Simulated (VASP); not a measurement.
# SnO2 in VASP: single point with PBE

Aim: the single point of SnO2 with PBE.

Everything below comes from runs of VASP 6.6.1. Logs are shortened: lines on timing, memory, paths and dates and some standing lists are left out, and cuts for length are marked.

## 1. The cell of the first run

The cell holds a disordered packing, 21 atoms: a = 6.752 Å, b = 6.621 Å, c = 6.822 Å, α = 90.14°, β = 90.30°, γ = 90.36°.

## 2. Single point, PBE

Contents of INCAR:

```
SYSTEM = SnO2
ALGO     = Normal         ! electronic algorithm
EDIFF    = 1E-6           ! SCF threshold, eV
ENCUT    = 520            ! plane-wave cutoff, eV
GGA      = PE             ! functional
ISIF     = 2              ! what is computed and relaxed
ISMEAR   = 0              ! smearing method
KPAR     = 2            
LASPH    = .TRUE.         ! aspherical terms in the spheres
LCHARG   = .TRUE.         ! write CHGCAR
LREAL    = Auto         
LVHAR    = .TRUE.       
LWAVE    = .FALSE.        ! write WAVECAR
NBANDS   = 107            ! bands
NELM     = 100            ! most SCF steps
PREC     = Accurate       ! precision mode
SIGMA    = 0.02           ! smearing width, eV
```

Contents of KPOINTS:

```
k-points
0
G
  4 4 4
  0 0 0
```

Contents of POSCAR:

```
SnO2
1.0
    6.7519360000     -0.0206570000     -0.0186450000
   -0.0210720000      6.6204650000     -0.0097330000
   -0.0169910000     -0.0064740000      6.8221360000
Sn O
7 14
Direct
    0.8821873966      0.6541761115      0.7413052492
    0.1150988276      0.1443151572      0.6179731091
    0.6357915473      0.1383494895      0.6005880473
    0.3410856247      0.8763665459      0.0646665836
    0.4410095020      0.4014232669      0.0453933618
    0.8450874216      0.0883304217      0.1104776476
    0.3680946152      0.6305434614      0.5626768660
    0.8775218894      0.1340808953      0.4093678941
    0.8708302796      0.1295628403      0.8000542036
    0.3518696789      0.6314765731      0.8771465423
    0.3050228414      0.1704313379      0.2194539319
    0.3614150186      0.1507608314      0.8432563459
    0.6290838020      0.8892904639      0.0936660770
    0.0498195724      0.8789043997      0.0669224799
    0.3632541617      0.1910036767      0.4242257249
    0.1144590812      0.4491860984      0.6100774043
    0.7236150621      0.3674294804      0.0979445664
    0.6020997851      0.8386823890      0.5956036443
    0.6067862715      0.4385896758      0.6280129488
    0.1395082158      0.8420647185      0.5935318015
    0.3576119193      0.6163577451      0.2584984240
```

Potentials or basis: VASP PAW PBE potentials, release 64 (Sn_d, O).

Run with:

```
$ cat potpaw_PBE.64/Sn_d/POTCAR potpaw_PBE.64/O/POTCAR > POTCAR
$ mpirun -np 2 vasp_std > vasp.out
```

OUTCAR:

```text
SYSTEM = SnO2
   EDIFF = 1E-6
   ENCUT = 520
   GGA = PE
   ISIF = 2
   ISMEAR = 0
   LASPH = .TRUE.
   LREAL = Auto
   NELM = 100
   PREC = Accurate

 ion  position               nearest neighbor table
   1  0.882  0.654  0.741-  16 2.27  20 2.36  19 2.46  18 2.46   7 3.51   7 3.68   2 3.70   3 3.75

   2  0.115  0.144  0.618-  20 2.02  16 2.02   9 2.07   8 2.14  15 2.16  12 2.26   3 3.24   3 3.52
                             7 3.66   1 3.70
   3  0.636  0.138  0.601-  18 2.00  19 2.01   9 2.09   8 2.10  15 2.22  12 2.49   2 3.24   2 3.52
                             6 3.65   5 3.74   7 3.74   1 3.75
   4  0.341  0.876  0.065-  13 1.95  14 1.97  10 2.06  21 2.18  11 2.23  12 2.37   5 3.22   5 3.54
                             6 3.65   6 3.68
   5  0.441  0.401  0.045-  17 1.95  10 2.00  21 2.11  11 2.14  12 2.22   4 3.22   6 3.46   4 3.54
                             7 3.66   3 3.74
   6  0.845  0.088  0.110-  13 1.96  14 1.99  17 2.03   8 2.07   9 2.14   5 3.46   3 3.65   4 3.65
                             4 3.68
   7  0.368  0.631  0.563-  21 2.08  18 2.10  20 2.10  19 2.11  16 2.11  10 2.15   1 3.51   2 3.66
                             5 3.66   1 3.68   3 3.74
   8  0.878  0.134  0.409-   6 2.07   3 2.10   2 2.14
   9  0.871  0.130  0.800-   2 2.07   3 2.09   6 2.14
  10  0.352  0.631  0.877-   5 2.00   4 2.06   7 2.15
  11  0.305  0.170  0.219-  15 1.46   5 2.14   4 2.23
  12  0.361  0.151  0.843-   5 2.22   2 2.26   4 2.37   3 2.49
  13  0.629  0.889  0.094-   4 1.95   6 1.96
  14  0.050  0.879  0.067-   4 1.97   6 1.99
  15  0.363  0.191  0.424-  11 1.46   2 2.16   3 2.22
  16  0.114  0.449  0.610-   2 2.02   7 2.11   1 2.27
  17  0.724  0.367  0.098-   5 1.95   6 2.03
  18  0.602  0.839  0.596-   3 2.00   7 2.10   1 2.46
  19  0.607  0.439  0.628-   3 2.01   7 2.11   1 2.46
  20  0.140  0.842  0.594-   2 2.02   7 2.10   1 2.36
  21  0.358  0.616  0.258-   7 2.08   5 2.11   4 2.18

  LATTYP: Found a triclinic cell.
 ALAT       =     6.6205056889
 B/A-ratio  =     1.4376422097
 C/A-ratio  =     1.0198606662
 COS(alpha) =     0.0005767864
 COS(beta)  =     0.0062381258
 COS(gamma) =     0.6973116068

  Lattice vectors:

 A1 = (  -0.0210720000,   6.6204650000,  -0.0097330000)
 A2 = (  -0.0040810000,   6.6269390000,  -6.8318690000)
 A3 = (  -6.7519360000,   0.0206570000,   0.0186450000)

Analysis of symmetry for initial positions (statically):
=====================================================================
 Subroutine PRICEL returns:
 Original cell was already a primitive cell.

 Routine SETGRP: Setting up the symmetry group for a
 triclinic supercell.

 Subroutine GETGRP returns: Found  1 space group operations
 (whereof  1 operations were pure point group operations)
 out of a pool of  2 trial point group operations.

The static configuration has the point symmetry C_1 .

Analysis of symmetry for dynamics (positions and initial velocities):
=====================================================================
 Subroutine PRICEL returns:
 Original cell was already a primitive cell.

 Routine SETGRP: Setting up the symmetry group for a
 triclinic supercell.

 Subroutine GETGRP returns: Found  1 space group operations
 (whereof  1 operations were pure point group operations)
 out of a pool of  2 trial point group operations.

The dynamic configuration has the point symmetry C_1 .

 Subroutine INISYM returns: Found  1 space group operations
 (whereof  1 operations are pure point group operations),
 and found     1 'primitive' translations

----------------------------------------------------------------------------------------

                                     Primitive cell

  volume of cell :     304.9505

  direct lattice vectors                    reciprocal lattice vectors
     6.751936000 -0.020657000 -0.018645000     0.148108133  0.000471950  0.000369321
    -0.021072000  6.620465000 -0.009733000     0.000462520  0.151048477  0.000144492
    -0.016991000 -0.006474000  6.822136000     0.000405442  0.000216788  0.146582873

  length of vectors
     6.751993342  6.620505689  6.822160230     0.148109345  0.151049254  0.146583594

  position of ions in fractional coordinates (direct lattice)
     0.882187397  0.654176112  0.741305249
     0.115098828  0.144315157  0.617973109
     0.635791547  0.138349490  0.600588047
     0.341085625  0.876366546  0.064666584
     0.441009502  0.401423267  0.045393362
     0.845087422  0.088330422  0.110477648
[... 13 lines left out ...]
     0.139508216  0.842064718  0.593531801
     0.357611919  0.616357745  0.258498424

  ion indices of the primitive-cell ions
   primitive index   ion index
                 1           1
                 2           2
                 3           3
                 4           4
                 5           5
                 6           6
[... 13 lines left out ...]
                20          20
                21          21

----------------------------------------------------------------------------------------

 KPOINTS: k-points

Automatic generation of k-mesh.
 Grid dimensions read from file:
 generate k-points for:    4    4    4

 Generating k-lattice:

  Cartesian coordinates                     Fractional coordinates (reciprocal lattice)
     0.037027033  0.000117988  0.000092330     0.250000000 -0.000000000  0.000000000
     0.000115630  0.037762119  0.000036123    -0.000000000  0.250000000  0.000000000
     0.000101360  0.000054197  0.036645718    -0.000000000  0.000000000  0.250000000

  Length of vectors
     0.037027336  0.037762313  0.036645898

  Shift w.r.t. Gamma in fractional coordinates (k-lattice)
     0.000000000  0.000000000  0.000000000

 Subroutine IBZKPT returns following result:
 ===========================================

 Found     36 irreducible k-points:

 Following reciprocal coordinates:
            Coordinates               Weight
  0.000000  0.000000  0.000000      1.000000
  0.250000  0.000000  0.000000      2.000000
  0.500000  0.000000  0.000000      1.000000
  0.000000  0.250000  0.000000      2.000000
  0.250000  0.250000  0.000000      2.000000
  0.500000  0.250000  0.000000      2.000000
[... 16 lines left out ...]
  0.000000 -0.250000  0.250000      2.000000
  0.250000 -0.250000  0.250000      2.000000
 [... further k-points ...]
   k-points           NKPTS =     36   k-points in BZ     NKDIM =     36   number of bands    NBANDS=    107
   number of dos      NEDOS =    301   number of ions     NIONS =     21
   total plane-waves  NPLWV = 135000
   dimension x,y,z NGX =    50 NGY =   50 NGZ =   54
   dimension x,y,z NGXF=   100 NGYF=  100 NGZF=  108
   ions per type =               7  14
   NGX,Y,Z   is equivalent  to a cutoff of  12.31, 12.56, 13.16 a.u.
   NGXF,Y,Z  is equivalent  to a cutoff of  24.62, 25.11, 26.32 a.u.
 SYSTEM =  SnO2
   PREC   = accura    normal or accurate (medium, high low for compatibility)
   ISTART =      0    job   : 0-new  1-cont  2-samecut
   ICHARG =      2    charge: 1-file 2-atom 10-const
   ISPIN  =      1    spin polarized calculation?
   LNONCOLLINEAR =      F non collinear calculations
   LSORBIT =      F    spin-orbit coupling
   LASPH  =      T    aspherical Exc in radial PAW
   ENCUT  =  520.0 eV  38.22 Ry    6.18 a.u.  12.55 12.31 12.68*2*pi/ulx,y,z
   NELM   =    100;   NELMIN=  2; NELMDL= -5     # of ELM steps
   EDIFF  = 0.1E-05   stopping-criterion for ELM
   LREAL  =      T    real-space projection
   EDIFFG = 0.1E-04   stopping-criterion for IOM
   NSW    =      0    number of steps for IOM
   IBRION =     -1    ionic relax: 0-MD 1-quasi-New 2-CG
   NFREE  =      0    steps in history (QN), initial steepest desc. (CG)
   ISIF   =      2    stress and relaxation
   ISYM   =      2    0-nonsym 1-usesym 2-fastsym
   POTIM  = 0.5000    time-step for ionic-motion
   TEBEG  =    0.0;   TEEND  =   0.0 temperature during run
   PSTRESS=    0.0 pullay stress
   NELECT =     182.0000    total number of electrons
   NUPDOWN=      -1.0000    fix difference up-down
   EMIN   =  10.00;   EMAX   =-10.00  energy-range for DOS
   EFERMI =   0.00;   METHOD = LEGACY
   ISMEAR =     0;   SIGMA  =   0.02  broadening in eV -4-tet -1-fermi 0-gaus
   EFERMI_NEDOS =   21; number of points for ismear=-14 and -15
   IALGO  =     38    algorithm
   IMIX   =      4    mixing-type and parameters
     AMIX     =   0.40;   BMIX     =  1.00
     AMIX_MAG =   1.60;   BMIX_MAG =  1.00
  volume/ion in A,a.u.               =      14.52        98.00
  Fermi-wavevector in a.u.,A,eV,Ry     =   1.378337  2.604680 25.848535  1.899814
  Thomas-Fermi vector in A             =   2.503408
   LORBIT       =      0    0 simple, 1 ext, 2 COOP (PROOUT), +10 PAW based schemes
   GGA     = PE    functional components
   LHFCALC =     F    Hartree Fock is set to
   AEXX    =    0.0000 exact exchange contribution
   IVDW    =     0    specifies the selected vdW correction
   LEPSILON=     F    determine dielectric tensor
   LRPA    =     F    only Hartree local field effects (RPA)
 non-spin polarized calculation
 Gauss-broadening in eV      SIGMA  =   0.02
  energy-cutoff  :      520.00
  volume of cell :      304.95
 maximum number of plane-waves:      8239
   NGX = 25   NGY = 25   NGZ = 25

 number of electron     182.0000003 magnetization

 Free energy of the ion-electron system (eV)
  ---------------------------------------------------
  ext. energy  EPLUGINS =         0.00000000
  ---------------------------------------------------
  free energy    TOTEN  =      -123.68701188 eV

  energy without entropy =     -123.68701188  energy(sigma->0) =     -123.68701188

 E-fermi :   5.0622     XC(G=0): -10.0765

 val. band max:        4.9278262560   @ k =   0.5000   0.0000   0.5000
 cond. band min:       5.9483842468   @ k =   0.0000   0.0000   0.0000
 fundamental gap:      1.0205579908
 Fermi energy:         5.0621965277

 k-point     1 :       0.0000    0.0000    0.0000
  band No.  band energies     occupation
      1     -18.0708      2.00000
      2     -16.9773      2.00000
      3     -16.9379      2.00000
      4     -16.8576      2.00000
      5     -16.7361      2.00000
      6     -16.7265      2.00000
[... 95 lines left out ...]
    102      10.2223      0.00000
    103      10.6008      0.00000

 k-point     2 :       0.2500    0.0000    0.0000
  band No.  band energies     occupation
      1     -18.0641      2.00000
      2     -16.9677      2.00000
      3     -16.9318      2.00000
      4     -16.8661      2.00000
      5     -16.7830      2.00000
      6     -16.7168      2.00000
[... 2324 lines left out ...]
 k-point    24 :       0.2500   -0.2500    0.2500
  band No.  band energies     occupation
      1     -18.0581      2.00000
      2     -16.9773      2.00000
      3     -16.9353      2.00000
      4     -16.8448      2.00000
      5     -16.8301      2.00000
      6     -16.7516      2.00000
[... 95 lines left out ...]
    102      10.3744      0.00000
    103      10.7283      0.00000

 [... further k-points ...]

 [bands above 103 left out]

------------------------ aborting loop because EDIFF is reached ----------------------------------------

  FORCE on cell =-STRESS in cart. coord.  units (eV):
  Direction    XX          YY          ZZ          XY          YZ          ZX
  --------------------------------------------------------------------------------------
  -------------------------------------------------------------------------------------
  Total        0.8752890      1.1997024      1.1081496     -0.2098849     -0.0152843     -0.1268099
  in kB        4.5986746      6.3031080      5.8220993     -1.1027130     -0.0803019     -0.6662456
  external PRESSURE =       5.5746273 kB  Pullay stress =       0.0000000 kB

 VOLUME and BASIS-vectors are now :
 -----------------------------------------------------------------------------
  energy-cutoff  :      520.00
  volume of cell :      304.95
      direct lattice vectors                 reciprocal lattice vectors
     6.751936000 -0.020657000 -0.018645000     0.148108133  0.000471950  0.000369321
    -0.021072000  6.620465000 -0.009733000     0.000462520  0.151048477  0.000144492
    -0.016991000 -0.006474000  6.822136000     0.000405442  0.000216788  0.146582873

 POSITION                                       TOTAL-FORCE (eV/Angst)
 -----------------------------------------------------------------------------------
      5.93009      4.30793      5.03447        -0.003194      0.036929      0.034558
      0.76360      0.94906      4.21235        -0.024569      0.018795      0.020861
      4.27970      0.89892      4.08409        -0.017610     -0.084009      0.041131
      2.28342      5.79449      0.42628         0.114076      0.004313     -0.013211
      2.96844      2.64820      0.29755         0.002537     -0.002815     -0.003787
      5.70224      0.56662      0.73708        -0.089432      0.076104      0.018326
[... 13 lines left out ...]
      0.91412      5.56814      4.03836        -0.030133      0.003551      0.024230
      2.39719      4.07151      1.75084        -0.028476      0.011687      0.005317
 -----------------------------------------------------------------------------------
    total drift:                                0.029110     -0.012042     -0.015930

  FREE ENERGIE OF THE ION-ELECTRON SYSTEM (eV)
  ---------------------------------------------------
  free  energy   TOTEN  =      -123.6870118809 eV

  energy  without entropy=     -123.6870118809  energy(sigma->0) =     -123.68701188
```

Run time: 15 min. Hardware: 2 MPI ranks of Intel Xeon Platinum 8488C (Sapphire Rapids), shared host; peak memory 0.8 GiB.

What came out:

```
Free energy            : -123.6870 eV
Pressure               : 0.6 GPa
Largest force          : 0.127 eV/Å
Band gap on the k mesh : 1.02 eV (least direct gap 1.24 eV)
```

Forces in eV/Å, atoms in the order of the input:
```
Sn  -0.003  0.037  0.035
Sn  -0.025  0.019  0.021
Sn  -0.018 -0.084  0.041
Sn   0.114  0.004 -0.013
Sn   0.003 -0.003 -0.004
Sn  -0.089  0.076  0.018
Sn  -0.025  0.042 -0.004
O    0.001 -0.014 -0.017
O    0.016  0.023  0.006
O   -0.030  0.015  0.027
O   -0.004  0.040 -0.077
O    0.010 -0.054 -0.013
O    0.027  0.026  0.022
O    0.023 -0.104 -0.070
O    0.016 -0.039  0.100
O   -0.033 -0.006 -0.053
O    0.028 -0.011  0.006
O   -0.040 -0.058 -0.063
O    0.088  0.076  0.009
O   -0.030  0.004  0.024
O   -0.028  0.012  0.005
```

Levels at points of the mesh, in eV from the valence-band top:
| k point | band 88 | band 89 | band 90 | band 91 | band 92 | band 93 | band 94 | band 95 |
| --- | --- | --- | --- | --- | --- | --- | --- | --- |
| (0.00, 0.00, 0.00) | -1.37 | -1.28 | -1.22 | -1.11 | 1.02 | 2.13 | 3.16 | 3.38 |
| (0.50, 0.00, 0.00) | -1.35 | -1.28 | -1.24 | -0.16 | 1.49 | 2.15 | 2.53 | 3.18 |
| (0.00, 0.50, 0.00) | -1.40 | -1.31 | -1.22 | -0.33 | 1.68 | 2.27 | 2.63 | 3.32 |
| (0.50, 0.50, 0.00) | -1.38 | -1.28 | -1.18 | -0.05 | 1.92 | 2.33 | 2.96 | 3.10 |
| (0.00, 0.00, 0.50) | -1.41 | -1.34 | -1.29 | -0.63 | 1.19 | 1.68 | 3.07 | 3.40 |
| (0.50, 0.00, 0.50) | -1.42 | -1.32 | -1.22 | 0.00 | 1.24 | 2.20 | 2.71 | 3.11 |
| (0.00, 0.50, 0.50) | -1.39 | -1.34 | -1.26 | -0.13 | 1.44 | 2.42 | 2.60 | 3.48 |
| (0.50, 0.50, 0.50) | -1.46 | -1.41 | -1.31 | -0.02 | 1.76 | 2.54 | 3.37 | 3.39 |

Caveat: the atoms stand as in a frame of molecular dynamics; spin-orbit coupling is left out, which moves the levels of the heavy elements.
